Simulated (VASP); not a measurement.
# GePt (scan) (Pnma) in VASP: single point with r2SCAN

Aim: the single point of GePt (scan) with r2SCAN.

Program: VASP 6.6.1. These are calculated values, not measurements. Logs are shortened: lines on timing, memory, paths and dates and some standing lists are left out, and cuts for length are marked.

## (1) The cell of the first run

The structure is orthorhombic, space group Pnma (No. 62). Conventional cell: a = 5.756 Å, b = 3.730 Å, c = 6.112 Å, α = 90.00°, β = 90.00°, γ = 90.00°. Ge (site symmetry m) has 6 Pt at 2.48 to 2.68 Å and 2 Ge at 3.04 Å within 3.3 Å. Within 3.3 Å of Pt (site symmetry m) lie 6 Ge at 2.48 to 2.68 Å and 4 Pt at 2.96 to 3.00 Å.

## (2) Single point, r2SCAN

Input file POSCAR:

```
GePt
1.0
    5.7560126200      0.0000000000      0.0000000000
    0.0000000000      3.7300318100      0.0000000000
    0.0000000000      0.0000000000      6.1115638700
Ge Pt
4 4
Direct
    0.8139321600      0.7500000000      0.5880128600
    0.1860678400      0.2500000000      0.4119871400
    0.3139321600      0.7500000000      0.9119871400
    0.6860678400      0.2500000000      0.0880128600
    0.0018518400      0.7500000000      0.1927088600
    0.9981481600      0.2500000000      0.8072911400
    0.5018518400      0.7500000000      0.3072911400
    0.4981481600      0.2500000000      0.6927088600
```

Input file INCAR.step1:

```
SYSTEM = GePt
PREC = Accurate ; ENCUT = 520
ISMEAR = 0 ; SIGMA = 0.1
LREAL = .FALSE. ; LASPH = .TRUE.
NELM = 80 ; NBANDS = 58
GGA = PE ; ALGO = Normal
EDIFF = 1E-4 ; LWAVE = .TRUE.
LCHARG = .FALSE.
```

Input file INCAR.step2:

```
SYSTEM = GePt
PREC = Accurate ; ENCUT = 520
EDIFF = 1E-6 ; ISMEAR = 0
SIGMA = 0.1 ; LREAL = .FALSE.
LASPH = .TRUE. ; NELM = 80
ALGO = Normal ; ISIF = 2
LWAVE = .FALSE. ; LCHARG = .FALSE.
METAGGA = R2SCAN ; LMIXTAU = .TRUE.
NBANDS = 58 ; ISTART = 1
```

Input file KPOINTS:

```
regular mesh
0
G
  4 6 4
  0 0 0
```

Potentials or basis: VASP PAW PBE potentials, release 64 (Ge_d, Pt).

Started as:

```console
> cat potpaw_PBE.64/Ge_d/POTCAR potpaw_PBE.64/Pt/POTCAR > POTCAR
> cp INCAR.step1 INCAR
> mpirun -np 1 vasp_std > vasp.out
> cp INCAR.step2 INCAR
> mpirun -np 1 vasp_std > vasp.out
```

OUTCAR:

```text
SYSTEM = GePt
   PREC = Accurate
   ENCUT = 520
   EDIFF = 1E-6
   ISMEAR = 0
   LREAL = .FALSE.
   LASPH = .TRUE.
   NELM = 80
   ISIF = 2
   METAGGA = R2SCAN
   ISTART = 1

 ion  position               nearest neighbor table
   1  0.814  0.750  0.588-   7 2.48   6 2.53   6 2.53   5 2.65   8 2.68   8 2.68
   2  0.186  0.250  0.412-   8 2.48   5 2.53   5 2.53   6 2.65   7 2.68   7 2.68
   3  0.314  0.750  0.912-   5 2.48   8 2.53   8 2.53   7 2.65   6 2.68   6 2.68
   4  0.686  0.250  0.088-   6 2.48   7 2.53   7 2.53   8 2.65   5 2.68   5 2.68
   5  0.002  0.750  0.193-   3 2.48   2 2.53   2 2.53   1 2.65   4 2.68   4 2.68   7 2.96   7 2.96
                             6 3.00   6 3.00
   6  0.998  0.250  0.807-   4 2.48   1 2.53   1 2.53   2 2.65   3 2.68   3 2.68   8 2.96   8 2.96
                             5 3.00   5 3.00
   7  0.502  0.750  0.307-   1 2.48   4 2.53   4 2.53   3 2.65   2 2.68   2 2.68   5 2.96   5 2.96
                             8 3.00   8 3.00
   8  0.498  0.250  0.693-   2 2.48   3 2.53   3 2.53   4 2.65   1 2.68   1 2.68   6 2.96   6 2.96
                             7 3.00   7 3.00

  LATTYP: Found a simple orthorhombic cell.
 ALAT       =     3.7300318100
 B/A-ratio  =     1.5431537620
 C/A-ratio  =     1.6384750000

  Lattice vectors:

 A1 = (   0.0000000000,  -3.7300318100,   0.0000000000)
 A2 = (   5.7560126200,   0.0000000000,   0.0000000000)
 A3 = (   0.0000000000,   0.0000000000,   6.1115638700)

Analysis of symmetry for initial positions (statically):
=====================================================================
 Subroutine PRICEL returns:
 Original cell was already a primitive cell.

 Routine SETGRP: Setting up the symmetry group for a
 simple orthorhombic supercell.

 Subroutine GETGRP returns: Found  8 space group operations
 (whereof  2 operations were pure point group operations)
 out of a pool of  8 trial point group operations.

The static configuration has the point symmetry S_2 .
 The point group associated with its full space group is D_2h.

Analysis of symmetry for dynamics (positions and initial velocities):
=====================================================================
 Subroutine PRICEL returns:
 Original cell was already a primitive cell.

 Routine SETGRP: Setting up the symmetry group for a
 simple orthorhombic supercell.

 Subroutine GETGRP returns: Found  8 space group operations
 (whereof  2 operations were pure point group operations)
 out of a pool of  8 trial point group operations.

The dynamic configuration has the point symmetry S_2 .
 The point group associated with its full space group is D_2h.

 Subroutine INISYM returns: Found  8 space group operations
 (whereof  2 operations are pure point group operations),
 and found     1 'primitive' translations

----------------------------------------------------------------------------------------

                                     Primitive cell

  volume of cell :     131.2159

  direct lattice vectors                    reciprocal lattice vectors
     5.756012620  0.000000000  0.000000000     0.173731377  0.000000000  0.000000000
     0.000000000  3.730031810  0.000000000     0.000000000  0.268094228  0.000000000
     0.000000000  0.000000000  6.111563870     0.000000000  0.000000000  0.163624241

  length of vectors
     5.756012620  3.730031810  6.111563870     0.173731377  0.268094228  0.163624241

  position of ions in fractional coordinates (direct lattice)
     0.813932160  0.750000000  0.588012860
     0.186067840  0.250000000  0.411987140
     0.313932160  0.750000000  0.911987140
     0.686067840  0.250000000  0.088012860
     0.001851840  0.750000000  0.192708860
     0.998148160  0.250000000  0.807291140
     0.501851840  0.750000000  0.307291140
     0.498148160  0.250000000  0.692708860

  ion indices of the primitive-cell ions
   primitive index   ion index
                 1           1
                 2           2
                 3           3
                 4           4
                 5           5
                 6           6
                 7           7
                 8           8

----------------------------------------------------------------------------------------

 KPOINTS: regular mesh

Automatic generation of k-mesh.
 Grid dimensions read from file:
 generate k-points for:    4    6    4

 Generating k-lattice:

  Cartesian coordinates                     Fractional coordinates (reciprocal lattice)
     0.043432844  0.000000000  0.000000000     0.250000000  0.000000000  0.000000000
     0.000000000  0.044682371  0.000000000     0.000000000  0.166666667  0.000000000
     0.000000000  0.000000000  0.040906060     0.000000000  0.000000000  0.250000000

  Length of vectors
     0.043432844  0.044682371  0.040906060

  Shift w.r.t. Gamma in fractional coordinates (k-lattice)
     0.000000000  0.000000000  0.000000000

 Subroutine IBZKPT returns following result:
 ===========================================

 Found     36 irreducible k-points:

 Following reciprocal coordinates:
            Coordinates               Weight
  0.000000  0.000000  0.000000      1.000000
  0.250000  0.000000  0.000000      2.000000
  0.500000  0.000000  0.000000      1.000000
  0.000000  0.166667  0.000000      2.000000
  0.250000  0.166667  0.000000      4.000000
  0.500000  0.166667  0.000000      2.000000
[... 16 lines left out ...]
  0.250000  0.500000  0.250000      4.000000
  0.500000  0.500000  0.250000      2.000000
 [... further k-points ...]
   k-points           NKPTS =     36   k-points in BZ     NKDIM =     36   number of bands    NBANDS=     58
   number of dos      NEDOS =    301   number of ions     NIONS =      8
   total plane-waves  NPLWV =  64512
   dimension x,y,z NGX =    48 NGY =   28 NGZ =   48
   dimension x,y,z NGXF=    96 NGYF=   56 NGZF=   96
   ions per type =               4   4
   NGX,Y,Z   is equivalent  to a cutoff of  13.86, 12.48, 13.06 a.u.
   NGXF,Y,Z  is equivalent  to a cutoff of  27.73, 24.96, 26.11 a.u.
 SYSTEM =  GePt
   PREC   = accura    normal or accurate (medium, high low for compatibility)
   ISTART =      1    job   : 0-new  1-cont  2-samecut
   ICHARG =      0    charge: 1-file 2-atom 10-const
   ISPIN  =      1    spin polarized calculation?
   LNONCOLLINEAR =      F non collinear calculations
   LSORBIT =      F    spin-orbit coupling
   LASPH  =      T    aspherical Exc in radial PAW
   ENCUT  =  520.0 eV  38.22 Ry    6.18 a.u.  10.70  6.94 11.36*2*pi/ulx,y,z
   NELM   =     80;   NELMIN=  2; NELMDL=  0     # of ELM steps
   EDIFF  = 0.1E-05   stopping-criterion for ELM
   LREAL  =      F    real-space projection
   EDIFFG = 0.1E-04   stopping-criterion for IOM
   NSW    =      0    number of steps for IOM
   IBRION =     -1    ionic relax: 0-MD 1-quasi-New 2-CG
   NFREE  =      0    steps in history (QN), initial steepest desc. (CG)
   ISIF   =      2    stress and relaxation
   ISYM   =      2    0-nonsym 1-usesym 2-fastsym
   POTIM  = 0.5000    time-step for ionic-motion
   TEBEG  =    0.0;   TEEND  =   0.0 temperature during run
   PSTRESS=    0.0 pullay stress
   NELECT =      96.0000    total number of electrons
   NUPDOWN=      -1.0000    fix difference up-down
   EMIN   =  10.00;   EMAX   =-10.00  energy-range for DOS
   EFERMI =   0.00;   METHOD = LEGACY
   ISMEAR =     0;   SIGMA  =   0.10  broadening in eV -4-tet -1-fermi 0-gaus
   EFERMI_NEDOS =   21; number of points for ismear=-14 and -15
   IALGO  =     38    algorithm
   IMIX   =      4    mixing-type and parameters
     AMIX     =   0.40;   BMIX     =  1.00
     AMIX_MAG =   1.60;   BMIX_MAG =  1.00
  volume/ion in A,a.u.               =      16.40       110.69
  Fermi-wavevector in a.u.,A,eV,Ry     =   1.475151  2.787630 29.607221  2.176069
  Thomas-Fermi vector in A             =   2.589835
   LORBIT       =      0    0 simple, 1 ext, 2 COOP (PROOUT), +10 PAW based schemes
   METAGGA = R2SCAN    functional components
   LHFCALC =     F    Hartree Fock is set to
   AEXX    =    0.0000 exact exchange contribution
   IVDW    =     0    specifies the selected vdW correction
   LEPSILON=     F    determine dielectric tensor
   LRPA    =     F    only Hartree local field effects (RPA)
 non-spin polarized calculation
 Gauss-broadening in eV      SIGMA  =   0.10
  energy-cutoff  :      520.00
  volume of cell :      131.22
 maximum number of plane-waves:      3554
 NGX is ok and might be reduce to    48
   NGX = 21   NGY = 13   NGZ = 23

 number of electron      96.0000003 magnetization

 Free energy of the ion-electron system (eV)
  ---------------------------------------------------
  ext. energy  EPLUGINS =         0.00000000
  ---------------------------------------------------
  free energy    TOTEN  =      -265.35145797 eV

  energy without entropy =     -265.33755788  energy(sigma->0) =     -265.34450793

 E-fermi :   9.4322     XC(G=0): -13.5195

 val. band max:        9.4131101324   @ k =   0.0000   0.0000   0.5000
 cond. band min:       9.4543944359   @ k =   0.0000   0.5000   0.2500
 fundamental gap:      0.0412843035
 Fermi energy:         9.4322279591

 k-point     1 :       0.0000    0.0000    0.0000
  band No.  band energies     occupation
      1     -16.5396      2.00000
      2     -16.5315      2.00000
      3     -16.5314      2.00000
      4     -16.5267      2.00000
      5     -16.5163      2.00000
      6     -16.5021      2.00000
[... 50 lines left out ...]
     57      14.8807      0.00000
     58      15.6107      0.00000

 k-point     2 :       0.2500    0.0000    0.0000
  band No.  band energies     occupation
      1     -16.5381      2.00000
      2     -16.5323      2.00000
      3     -16.5299      2.00000
      4     -16.5265      2.00000
      5     -16.5151      2.00000
      6     -16.5047      2.00000
[... 50 lines left out ...]
     57      14.7149      0.00000
     58      15.4235      0.00000

 k-point     3 :       0.5000    0.0000    0.0000
  band No.  band energies     occupation
      1     -16.5349      2.00000
      2     -16.5349      2.00000
      3     -16.5272      2.00000
      4     -16.5272      2.00000
      5     -16.5107      2.00000
      6     -16.5107      2.00000
[... 1216 lines left out ...]
      3     -16.5259      2.00000
      4     -16.5259      2.00000
      5     -16.5094      2.00000
      6     -16.5094      2.00000
[... 50 lines left out ...]
     57      15.6701      0.00000
     58      15.6701      0.00000

 k-point    24 :       0.5000    0.5000    0.2500
  band No.  band energies     occupation
      1     -16.5257      2.00000
      2     -16.5257      2.00000
      3     -16.5257      2.00000
      4     -16.5257      2.00000
      5     -16.5058      2.00000
      6     -16.5058      2.00000
[... 50 lines left out ...]
     57      14.9160      0.00000
     58      14.9160      0.00000

 [... further k-points ...]
[... 5 lines left out ...]
  --------------------------------------------------------------------------------------
  -------------------------------------------------------------------------------------
  Total        0.4302165     -0.4968171      0.3652957     -0.0000000      0.0000000      0.0000000
  in kB        5.2530436     -6.0662532      4.4603462     -0.0000000      0.0000000      0.0000000
  external PRESSURE =       1.2157122 kB  Pullay stress =       0.0000000 kB

 VOLUME and BASIS-vectors are now :
 -----------------------------------------------------------------------------
  energy-cutoff  :      520.00
  volume of cell :      131.22
      direct lattice vectors                 reciprocal lattice vectors
     5.756012620  0.000000000  0.000000000     0.173731377  0.000000000  0.000000000
     0.000000000  3.730031810  0.000000000     0.000000000  0.268094228  0.000000000
     0.000000000  0.000000000  6.111563870     0.000000000  0.000000000  0.163624241

 POSITION                                       TOTAL-FORCE (eV/Angst)
 -----------------------------------------------------------------------------------
      4.68500      2.79752      3.59368         0.034871     -0.000000     -0.012037
      1.07101      0.93251      2.51789        -0.034871     -0.000000      0.012037
      1.80700      2.79752      5.57367         0.034871     -0.000000      0.012037
      3.94902      0.93251      0.53790        -0.034871      0.000000     -0.012037
      0.01066      2.79752      1.17775         0.021282     -0.000000      0.027926
      5.74535      0.93251      4.93381        -0.021282     -0.000000     -0.027926
      2.88867      2.79752      1.87803         0.021282     -0.000000     -0.027926
      2.86735      0.93251      4.23353        -0.021282     -0.000000      0.027926
 -----------------------------------------------------------------------------------
    total drift:                                0.000000      0.000000     -0.000000

  FREE ENERGIE OF THE ION-ELECTRON SYSTEM (eV)
  ---------------------------------------------------
  free  energy   TOTEN  =      -265.3514579736 eV

  energy  without entropy=     -265.3375578819  energy(sigma->0) =     -265.34450793
```

It took 15 min on 1 thread of AMD EPYC 7R43 (Zen 3), shared host; peak memory 0.36 GiB.

Results:

| Property | Result |
| --- | --- |
| Free energy | -265.3515 eV |
| Pressure | 0.1 GPa |
| Largest force | 0.037 eV/Å |
| Band gap on the k mesh | zero (band 48 reaches 10.18 eV, above the bottom of band 49 at 8.95 eV) |

Forces on the atoms (eV/Å):
```
Ge   0.035  0.000 -0.012
Ge  -0.035  0.000  0.012
Ge   0.035  0.000  0.012
Ge  -0.035  0.000 -0.012
Pt   0.021  0.000  0.028
Pt  -0.021  0.000 -0.028
Pt   0.021  0.000 -0.028
Pt  -0.021  0.000  0.028
```

Caveat: the PAW data sets were made with another functional, which shifts forces and pressure a little; spin-orbit coupling is left out, which moves the levels of the heavy elements.
